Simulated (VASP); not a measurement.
# CuO (Cc) in VASP: further runs, part 2 of 2

VASP 6.6.1.

## 5. Single point, r2SCAN, collinear spin, ferromagnetic start

Input file POSCAR:

```
CuO
1.0
    2.3463500000     -1.7141500000      0.0000000000
    2.3463500000      1.7141500000      0.0000000000
   -0.8519200000      0.0000000000      5.0658700000
Cu O
2 2
Direct
    0.0033000000      0.4967000000      0.0000000000
    0.4967000000      0.0033000000      0.5000000000
    0.5719000000      0.4073000000      0.2602000000
    0.4073000000      0.5719000000      0.7602000000
```

Input file INCAR.step1:

```
SYSTEM = CuO
PREC = Accurate
ENCUT = 520
ISMEAR = -1
SIGMA = 0.05
LREAL = .False.
LASPH = .True.
NELM = 150
ISPIN = 2
MAGMOM = 0.03 0.03 0 0
LMAXMIX = 4
NBANDS = 29
GGA = PE
ALGO = Normal
EDIFF = 1E-4
LWAVE = .True.
LCHARG = .False.
```

Input file INCAR.step2:

```
SYSTEM = CuO
PREC = Accurate
ENCUT = 520
EDIFF = 1E-6
ISMEAR = -1
SIGMA = 0.05
LREAL = .False.
LASPH = .True.
NELM = 150
ALGO = Normal
ISIF = 2
LWAVE = .False.
LCHARG = .False.
ISPIN = 2
MAGMOM = 0.03 0.03 0 0
LORBIT = 11
LMAXMIX = 4
METAGGA = R2SCAN
LMIXTAU = .True.
NBANDS = 29
ISTART = 1
```

Input file KPOINTS:

```
regular mesh
0
Gamma
  7 7 4
  0 0 0
```

Potentials or basis: VASP PAW PBE potentials, release 64 (Cu, O).

Launch:

```sh
cat potpaw_PBE.64/Cu/POTCAR potpaw_PBE.64/O/POTCAR > POTCAR
cp INCAR.step1 INCAR
mpirun -np 1 vasp_std > vasp.out
cp INCAR.step2 INCAR
mpirun -np 1 vasp_std > vasp.out
```

OUTCAR:

```text
SYSTEM = CuO
   PREC = Accurate
   ENCUT = 520
   EDIFF = 1E-6
   ISMEAR = -1
   LREAL = .False.
   LASPH = .True.
   NELM = 150
   ISIF = 2
   ISPIN = 2
   LORBIT = 11
   METAGGA = R2SCAN
   ISTART = 1

 ion  position               nearest neighbor table
   1  0.003  0.497  0.000-   4 1.89   3 1.96   4 1.96   3 2.04
   2  0.497  0.003  0.500-   3 1.89   4 1.96   3 1.96   4 2.04
   3  0.572  0.407  0.260-   2 1.89   1 1.96   2 1.96   1 2.04
   4  0.407  0.572  0.760-   1 1.89   2 1.96   1 1.96   2 2.04

  LATTYP: Found a base centered monoclinic cell.
 ALAT       =     4.6927000000
 B/A-ratio  =     0.7305602318
 C/A-ratio  =     1.0946797482
 COS(beta)  =    -0.1658398665

  Lattice vectors:

 A1 = (   2.3463500000,  -1.7141500000,   0.0000000000)
 A2 = (   2.3463500000,   1.7141500000,   0.0000000000)
 A3 = (  -0.8519200000,   0.0000000000,   5.0658700000)

Analysis of symmetry for initial positions (statically):
=====================================================================
 Subroutine PRICEL returns:
 Original cell was already a primitive cell.
[... 1738 lines left out ...]
     29      26.4676      0.00000

 [... further k-points ...]
[... 5 lines left out ...]
  --------------------------------------------------------------------------------------
  -------------------------------------------------------------------------------------
  Total       -0.0327237      0.1658277     -0.3258487      0.0000000      0.0000000     -0.4998287
  in kB       -1.2866126      6.5199143    -12.8115269      0.0000000      0.0000000    -19.6519703
  external PRESSURE =      -2.5260751 kB  Pullay stress =       0.0000000 kB

 VOLUME and BASIS-vectors are now :
 -----------------------------------------------------------------------------
  energy-cutoff  :      520.00
  volume of cell :       40.75
      direct lattice vectors                 reciprocal lattice vectors
     2.346350000 -1.714150000  0.000000000     0.213096938 -0.291689759  0.035836203
     2.346350000  1.714150000  0.000000000     0.213096938  0.291689759  0.035836203
    -0.851920000  0.000000000  5.065870000     0.000000000  0.000000000  0.197399460

 POSITION                                       TOTAL-FORCE (eV/Angst)
 -----------------------------------------------------------------------------------
      1.17318      0.84576      0.00000        -0.679708      0.293737      0.621915
      0.74722     -0.84576      2.53294        -0.679708     -0.293737      0.621915
      2.07588     -0.28215      1.31814         0.679708      0.368847     -0.621915
      1.64992      0.28215      3.85107         0.679708     -0.368847     -0.621915
 -----------------------------------------------------------------------------------
    total drift:                               -0.016914     -0.000000     -0.001351

  FREE ENERGIE OF THE ION-ELECTRON SYSTEM (eV)
  ---------------------------------------------------
  free  energy   TOTEN  =       -36.3052902471 eV

  energy  without entropy=      -36.2875167810  energy(sigma->0) =      -36.29640351

 total charge

# of ion       s       p       d       tot
------------------------------------------
    1        0.380   0.398   9.152   9.929
    2        0.380   0.398   9.152   9.929
    3        1.580   3.412   0.000   4.992
    4        1.580   3.412   0.000   4.992
--------------------------------------------------
tot          3.919   7.619  18.303  29.841

 magnetization (x)

# of ion       s       p       d       tot
------------------------------------------
    1       -0.000   0.000   0.000   0.000
    2       -0.000   0.000   0.000   0.000
    3        0.000   0.000   0.000   0.000
    4        0.000   0.000   0.000   0.000
--------------------------------------------------
tot          0.000   0.000   0.000   0.001
```

OSZICAR.step1:

```text
N       E                     dE             d eps       ncg     rms          rms(c)
DAV:   1     0.298099602344E+03    0.29810E+03   -0.15500E+04  7715   0.183E+03
DAV:   2     0.119765839179E+02   -0.28612E+03   -0.25829E+03  7110   0.372E+02
DAV:   3    -0.244815504091E+02   -0.36458E+02   -0.34108E+02  7918   0.138E+02
DAV:   4    -0.255919394435E+02   -0.11104E+01   -0.11031E+01  8464   0.270E+01
DAV:   5    -0.256118084366E+02   -0.19869E-01   -0.19867E-01  8329   0.340E+00    0.174E+01
DAV:   6    -0.229628755857E+02    0.26489E+01   -0.25095E+01  9703   0.130E+02    0.134E+01
DAV:   7    -0.194409502574E+02    0.35219E+01   -0.79065E+00  8646   0.989E+01    0.250E+00
DAV:   8    -0.194982361926E+02   -0.57286E-01   -0.10466E+00  7672   0.672E+00    0.154E+00
DAV:   9    -0.194670625065E+02    0.31174E-01   -0.43319E-02 11705   0.466E+00    0.435E-01
DAV:  10    -0.194644993438E+02    0.25632E-02   -0.91997E-03 10476   0.135E+00    0.266E-01
DAV:  11    -0.194642904246E+02    0.20892E-03   -0.30491E-03  9463   0.446E-01    0.430E-02
DAV:  12    -0.194643149443E+02   -0.24520E-04   -0.13702E-04  4289   0.129E-01
   1 F= -.19464315E+02 E0= -.19455400E+02  d E =-.178296E-01  mag=     0.0001
```

Wall time 7.6 min (1 thread of Intel Xeon Platinum 8259CL at 2.50GHz (Skylake/Cascade Lake), shared host); peak memory 0.25 GiB.

What came out:

| Quantity | Value |
| --- | --- |
| Free energy | -36.3053 eV |
| Pressure | -0.3 GPa |
| Largest force | 0.992 eV/Å |
| Band gap on the k mesh | zero (filled and empty bands overlap) |
| Net moment | 0.00 μB per cell |
| Valence electrons inside the program's atomic spheres | Cu 9.93; O 4.99 |

Forces on the atoms (eV/Å):
```
Cu  -0.680  0.294  0.622
Cu  -0.680 -0.294  0.622
O    0.680  0.369 -0.622
O    0.680 -0.369 -0.622
```

Stress tensor (GPa, compression positive):
```
-0.13  0.00 -1.97
 0.00  0.65  0.00
-1.97  0.00 -1.28
```

Caveat: the PAW data sets were made with another functional, which shifts forces and pressure a little; semilocal functionals often make such compounds metallic where correlation or magnetic order opens a gap, which also shifts bond lengths. With open d or f shells a metallic result of r2SCAN can be an artefact of self-interaction; +U or a hybrid may open a gap.
